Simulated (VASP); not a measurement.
# SrLi2SnS4 (I-42m) in VASP: single point with LDA

Aim: the single point of SrLi2SnS4 with LDA.

All numbers are computed with VASP 6.6.1; they aren't measurements. Logs are shortened: lines on timing, memory, paths and dates and some standing lists are left out, and cuts for length are marked.

### Step 1. The cell of the first run

It takes space group I-42m (No. 121, tetragonal). Conventional cell: a = 6.659 Å, b = 6.659 Å, c = 7.918 Å, α = 90.00°, β = 90.00°, γ = 90.00°. Li (site symmetry -4) has 4 S at 2.47 Å within 3.3 Å. Sr (site symmetry -42m) has 8 S at 3.08 to 3.25 Å and 8 Li at 3.87 Å and 2 Sn at 3.96 Å within 4.1 Å. Sn (site symmetry -42m) has 4 S at 2.37 Å within 3.1 Å. Within 3.1 Å of S (site symmetry m) lie 1 Sn at 2.37 Å and 2 Li at 2.47 Å and 1 Sr at 3.08 Å.

### Step 2. Single point, LDA

INCAR reads:

```
SYSTEM = SrLi2SnS4
  PREC = Accurate
  ENCUT = 520
  EDIFF = 1E-7
  ISMEAR = 0
  SIGMA = 0.05
  LREAL = .False.
  LASPH = .True.
  NELM = 80
  ALGO = Normal
  ISIF = 2
  LWAVE = .False.
  LCHARG = .True.
  GGA = CA
  LELF = .True.
  LVHAR = .True.
  NBANDS = 37
```

KPOINTS reads:

```
Automatic mesh
0
Gamma
  6 6 6
  0 0 0
```

POSCAR reads:

```
SrLi2SnS4
1.0
   -3.3295000000      3.3295000000      3.9590000000
    3.3295000000     -3.3295000000      3.9590000000
    3.3295000000      3.3295000000     -3.9590000000
Li Sr Sn S
2 1 1 4
Direct
    0.2500000000      0.7500000000      0.5000000000
    0.7500000000      0.2500000000      0.5000000000
    0.5000000000      0.5000000000      0.0000000000
    0.0000000000      0.0000000000      0.0000000000
    0.0352600000      0.0352600000      0.4132000000
    0.9647400000      0.3779400000      0.0000000000
    0.6220600000      0.6220600000      0.5868000000
    0.3779400000      0.9647400000      0.0000000000
```

Potentials or basis: VASP PAW LDA potentials, release 64 (Li_sv, Sr_sv, Sn_d, S).

On the command line:

```
$ cat potpaw_LDA.64/Li_sv/POTCAR potpaw_LDA.64/Sr_sv/POTCAR potpaw_LDA.64/Sn_d/POTCAR potpaw_LDA.64/S/POTCAR > POTCAR
$ mpirun -np 1 vasp_std > vasp.out
```

OUTCAR:

```text
SYSTEM = SrLi2SnS4
   PREC = Accurate
   ENCUT = 520
   EDIFF = 1E-7
   ISMEAR = 0
   LREAL = .False.
   LASPH = .True.
   NELM = 80
   ISIF = 2
   GGA = CA

 ion  position               nearest neighbor table
   1  0.250  0.750  0.500-   5 2.47   8 2.47   7 2.47   6 2.47
   2  0.750  0.250  0.500-   5 2.47   6 2.47   7 2.47   8 2.47
   3  0.500  0.500  0.000-   7 3.08   6 3.08   8 3.08   5 3.08   5 3.25   7 3.25   8 3.25   6 3.25
                             4 3.96   4 3.96
   4  0.000  0.000  0.000-   5 2.37   7 2.37   6 2.37   8 2.37   3 3.96   3 3.96
   5  0.035  0.035  0.413-   4 2.37   2 2.47   1 2.47   3 3.08   3 3.25
   6  0.965  0.378  0.000-   4 2.37   2 2.47   1 2.47   3 3.08   3 3.25
   7  0.622  0.622  0.587-   4 2.37   2 2.47   1 2.47   3 3.08   3 3.25
   8  0.378  0.965  0.000-   4 2.37   1 2.47   2 2.47   3 3.08   3 3.25

  LATTYP: Found a body centered tetragonal cell.
 ALAT       =     6.6590000000
 C/A-ratio  =     1.1890674275

  Lattice vectors:

 A1 = (  -3.3295000000,   3.3295000000,   3.9590000000)
 A2 = (   3.3295000000,  -3.3295000000,   3.9590000000)
 A3 = (   3.3295000000,   3.3295000000,  -3.9590000000)

Analysis of symmetry for initial positions (statically):
=====================================================================
 Subroutine PRICEL returns:
 Original cell was already a primitive cell.

 Routine SETGRP: Setting up the symmetry group for a
 body centered tetragonal supercell.

 Subroutine GETGRP returns: Found  8 space group operations
 (whereof  8 operations were pure point group operations)
 out of a pool of 16 trial point group operations.

The static configuration has the point symmetry D_2d.

Analysis of symmetry for dynamics (positions and initial velocities):
=====================================================================
 Subroutine PRICEL returns:
 Original cell was already a primitive cell.

 Routine SETGRP: Setting up the symmetry group for a
 body centered tetragonal supercell.

 Subroutine GETGRP returns: Found  8 space group operations
 (whereof  8 operations were pure point group operations)
 out of a pool of 16 trial point group operations.

The dynamic configuration has the point symmetry D_2d.

 Subroutine INISYM returns: Found  8 space group operations
 (whereof  8 operations are pure point group operations),
 and found     1 'primitive' translations

----------------------------------------------------------------------------------------

                                     Primitive cell

  volume of cell :     175.5511

  direct lattice vectors                    reciprocal lattice vectors
    -3.329500000  3.329500000  3.959000000     0.000000000  0.150172699  0.126294519
     3.329500000 -3.329500000  3.959000000     0.150172699  0.000000000  0.126294519
     3.329500000  3.329500000 -3.959000000     0.150172699  0.150172699  0.000000000

  length of vectors
     6.151814488  6.151814488  6.151814488     0.196219634  0.196219634  0.212376267

  position of ions in fractional coordinates (direct lattice)
     0.250000000  0.750000000  0.500000000
     0.750000000  0.250000000  0.500000000
     0.500000000  0.500000000  0.000000000
     0.000000000  0.000000000  0.000000000
     0.035260000  0.035260000  0.413200000
     0.964740000  0.377940000  0.000000000
     0.622060000  0.622060000  0.586800000
     0.377940000  0.964740000  0.000000000

  ion indices of the primitive-cell ions
   primitive index   ion index
                 1           1
                 2           2
                 3           3
                 4           4
                 5           5
                 6           6
                 7           7
                 8           8

----------------------------------------------------------------------------------------

 KPOINTS: Automatic mesh

Automatic generation of k-mesh.
 Grid dimensions read from file:
 generate k-points for:    6    6    6

 Generating k-lattice:

  Cartesian coordinates                     Fractional coordinates (reciprocal lattice)
     0.000000000  0.025028783  0.021049086     0.166666667  0.000000000  0.000000000
     0.025028783  0.000000000  0.021049086     0.000000000  0.166666667  0.000000000
     0.025028783  0.025028783  0.000000000     0.000000000  0.000000000  0.166666667

  Length of vectors
     0.032703272  0.032703272  0.035396045

  Shift w.r.t. Gamma in fractional coordinates (k-lattice)
     0.000000000  0.000000000  0.000000000

 Subroutine IBZKPT returns following result:
 ===========================================

 Found     30 irreducible k-points:

 Following reciprocal coordinates:
            Coordinates               Weight
  0.000000  0.000000  0.000000      1.000000
  0.166667  0.000000 -0.000000      8.000000
  0.333333  0.000000 -0.000000      8.000000
  0.500000  0.000000  0.000000      4.000000
  0.166667  0.166667 -0.000000      8.000000
  0.333333  0.166667 -0.000000     16.000000
[... 16 lines left out ...]
 -0.333333 -0.333333  0.166667      8.000000
 -0.166667 -0.333333  0.166667      8.000000
 [... further k-points ...]
   k-points           NKPTS =     30   k-points in BZ     NKDIM =     30   number of bands    NBANDS=     37
   number of dos      NEDOS =    301   number of ions     NIONS =      8
   total plane-waves  NPLWV = 110592
   dimension x,y,z NGX =    48 NGY =   48 NGZ =   48
   dimension x,y,z NGXF=    96 NGYF=   96 NGZF=   96
   ions per type =               2   1   1   4
   NGX,Y,Z   is equivalent  to a cutoff of  12.97, 12.97, 12.97 a.u.
   NGXF,Y,Z  is equivalent  to a cutoff of  25.94, 25.94, 25.94 a.u.
 SYSTEM =  SrLi2SnS4
   PREC   = accura    normal or accurate (medium, high low for compatibility)
   ISTART =      0    job   : 0-new  1-cont  2-samecut
   ICHARG =      2    charge: 1-file 2-atom 10-const
   ISPIN  =      1    spin polarized calculation?
   LNONCOLLINEAR =      F non collinear calculations
   LSORBIT =      F    spin-orbit coupling
   LASPH  =      T    aspherical Exc in radial PAW
   ENCUT  =  520.0 eV  38.22 Ry    6.18 a.u.  11.44 11.44 11.44*2*pi/ulx,y,z
   NELM   =     80;   NELMIN=  2; NELMDL= -5     # of ELM steps
   EDIFF  = 0.1E-06   stopping-criterion for ELM
   LREAL  =      F    real-space projection
   EDIFFG = 0.1E-05   stopping-criterion for IOM
   NSW    =      0    number of steps for IOM
   IBRION =     -1    ionic relax: 0-MD 1-quasi-New 2-CG
   NFREE  =      0    steps in history (QN), initial steepest desc. (CG)
   ISIF   =      2    stress and relaxation
   ISYM   =      2    0-nonsym 1-usesym 2-fastsym
   POTIM  = 0.5000    time-step for ionic-motion
   TEBEG  =    0.0;   TEEND  =   0.0 temperature during run
   PSTRESS=    0.0 pullay stress
   NELECT =      54.0000    total number of electrons
   NUPDOWN=      -1.0000    fix difference up-down
   EMIN   =  10.00;   EMAX   =-10.00  energy-range for DOS
   EFERMI =   0.00;   METHOD = LEGACY
   ISMEAR =     0;   SIGMA  =   0.05  broadening in eV -4-tet -1-fermi 0-gaus
   EFERMI_NEDOS =   21; number of points for ismear=-14 and -15
   IALGO  =     38    algorithm
   IMIX   =      4    mixing-type and parameters
     AMIX     =   0.40;   BMIX     =  1.00
     AMIX_MAG =   1.60;   BMIX_MAG =  1.00
  volume/ion in A,a.u.               =      21.94       148.08
  Fermi-wavevector in a.u.,A,eV,Ry     =   1.105108  2.088352 16.616315  1.221265
  Thomas-Fermi vector in A             =   2.241591
   LORBIT       =      0    0 simple, 1 ext, 2 COOP (PROOUT), +10 PAW based schemes
   GGA     = CA    functional components
   LHFCALC =     F    Hartree Fock is set to
   AEXX    =    0.0000 exact exchange contribution
   IVDW    =     0    specifies the selected vdW correction
   LEPSILON=     F    determine dielectric tensor
   LRPA    =     F    only Hartree local field effects (RPA)
 non-spin polarized calculation
 Gauss-broadening in eV      SIGMA  =   0.05
  energy-cutoff  :      520.00
  volume of cell :      175.55
 maximum number of plane-waves:      4748
 NGX is ok and might be reduce to    48
   NGX = 23   NGY = 23   NGZ = 23

 number of electron      54.0000021 magnetization

 Free energy of the ion-electron system (eV)
  ---------------------------------------------------
  ext. energy  EPLUGINS =         0.00000000
  ---------------------------------------------------
  free energy    TOTEN  =       -39.38604129 eV

  energy without entropy =      -39.38604129  energy(sigma->0) =      -39.38604129

 E-fermi :   3.0793     XC(G=0):  -9.2658

 val. band max:        2.7454568441   @ k =   0.5000   0.5000   0.5000
 cond. band min:       5.2255009842   @ k =   0.5000   0.5000   0.5000
 fundamental gap:      2.4800441401
 Fermi energy:         3.0792641520

 k-point     1 :       0.0000    0.0000    0.0000
  band No.  band energies     occupation
      1     -40.8356      2.00000
      2     -40.8352      2.00000
      3     -31.1760      2.00000
      4     -18.1485      2.00000
      5     -18.1485      2.00000
      6     -18.1367      2.00000
[... 29 lines left out ...]
     36       9.3197      0.00000
     37       9.3200      0.00000

 k-point     2 :       0.1667    0.0000   -0.0000
  band No.  band energies     occupation
      1     -40.8355      2.00000
      2     -40.8352      2.00000
      3     -31.1760      2.00000
      4     -18.1483      2.00000
      5     -18.1483      2.00000
      6     -18.1367      2.00000
[... 29 lines left out ...]
     36       9.0406      0.00000
     37       9.1907      0.00000

 k-point     3 :       0.3333    0.0000   -0.0000
  band No.  band energies     occupation
      1     -40.8355      2.00000
      2     -40.8353      2.00000
      3     -31.1759      2.00000
      4     -18.1479      2.00000
      5     -18.1479      2.00000
      6     -18.1364      2.00000
[... 29 lines left out ...]
     36       9.1374      0.00000
     37       9.5600      0.00000

 k-point     4 :       0.5000    0.0000    0.0000
  band No.  band energies     occupation
      1     -40.8353      2.00000
      2     -40.8353      2.00000
      3     -31.1759      2.00000
      4     -18.1478      2.00000
      5     -18.1477      2.00000
      6     -18.1363      2.00000
[... 29 lines left out ...]
     36       8.8442      0.00000
     37       9.0191      0.00000
[... 683 lines left out ...]
      1     -40.8354      2.00000
      2     -40.8353      2.00000
      3     -31.1759      2.00000
      4     -18.1475      2.00000
      5     -18.1475      2.00000
      6     -18.1362      2.00000
[... 29 lines left out ...]
     36       8.8748      0.00000
     37       9.3855      0.00000

 k-point    23 :      -0.3333   -0.3333    0.1667
  band No.  band energies     occupation
      1     -40.8354      2.00000
      2     -40.8353      2.00000
      3     -31.1759      2.00000
      4     -18.1475      2.00000
      5     -18.1473      2.00000
      6     -18.1362      2.00000
[... 29 lines left out ...]
     36       8.8440      0.00000
     37       9.3828      0.00000

 k-point    24 :      -0.1667   -0.3333    0.1667
  band No.  band energies     occupation
      1     -40.8354      2.00000
      2     -40.8353      2.00000
      3     -31.1759      2.00000
      4     -18.1477      2.00000
      5     -18.1477      2.00000
      6     -18.1363      2.00000
[... 29 lines left out ...]
     36       8.9299      0.00000
     37       9.6937      0.00000

 [... further k-points ...]
[... 5 lines left out ...]
  --------------------------------------------------------------------------------------
  -------------------------------------------------------------------------------------
  Total       -1.8392104     -1.8392104     -1.3793234      0.0000000      0.0000000     -0.0000000
  in kB      -16.7856614    -16.7856614    -12.5884756      0.0000000      0.0000000     -0.0000000
  external PRESSURE =     -15.3865994 kB  Pullay stress =       0.0000000 kB

 VOLUME and BASIS-vectors are now :
 -----------------------------------------------------------------------------
  energy-cutoff  :      520.00
  volume of cell :      175.55
      direct lattice vectors                 reciprocal lattice vectors
    -3.329500000  3.329500000  3.959000000     0.000000000  0.150172699  0.126294519
     3.329500000 -3.329500000  3.959000000     0.150172699  0.000000000  0.126294519
     3.329500000  3.329500000 -3.959000000     0.150172699  0.150172699  0.000000000

 POSITION                                       TOTAL-FORCE (eV/Angst)
 -----------------------------------------------------------------------------------
      3.32950     -0.00000      1.97950        -0.000000      0.000000      0.000000
     -0.00000      3.32950      1.97950         0.000000      0.000000      0.000000
      0.00000      0.00000      3.95900         0.000000      0.000000      0.000000
      0.00000      0.00000      0.00000         0.000000      0.000000      0.000000
      1.37575      1.37575     -1.35667         0.153779      0.153779     -0.202773
     -1.95375      1.95375      5.31567         0.153779     -0.153779      0.202773
      1.95375      1.95375      2.60233        -0.153779     -0.153779     -0.202773
      1.95375     -1.95375      5.31567        -0.153779      0.153779      0.202773
 -----------------------------------------------------------------------------------
    total drift:                               -0.000001     -0.000001     -0.000001

  FREE ENERGIE OF THE ION-ELECTRON SYSTEM (eV)
  ---------------------------------------------------
  free  energy   TOTEN  =       -39.3860412886 eV

  energy  without entropy=      -39.3860412886  energy(sigma->0) =      -39.38604129
```

Run time: 6 min. Hardware: 1 thread of Intel Xeon 8259CL, shared host; peak memory 0.38 GiB.

Results:

- Free energy: -39.3860 eV
- Largest force: 0.297 eV/Å
- Band gap on the k mesh: 2.48 eV, direct

Forces in eV/Å, atoms in the order of the input:
```
Li   0.000  0.000  0.000
Li   0.000  0.000  0.000
Sr   0.000  0.000  0.000
Sn   0.000  0.000  0.000
S    0.154  0.154 -0.203
S    0.154 -0.154  0.203
S   -0.154 -0.154 -0.203
S   -0.154  0.154  0.203
```

Caveat: the cutoff is under 1.25 times the usual one of these potentials, so pressure, stress and relaxed cells hold a basis-set (Pulay) error; spin-orbit coupling is left out, which moves the levels of the heavy elements. A k mesh can miss the band edges.
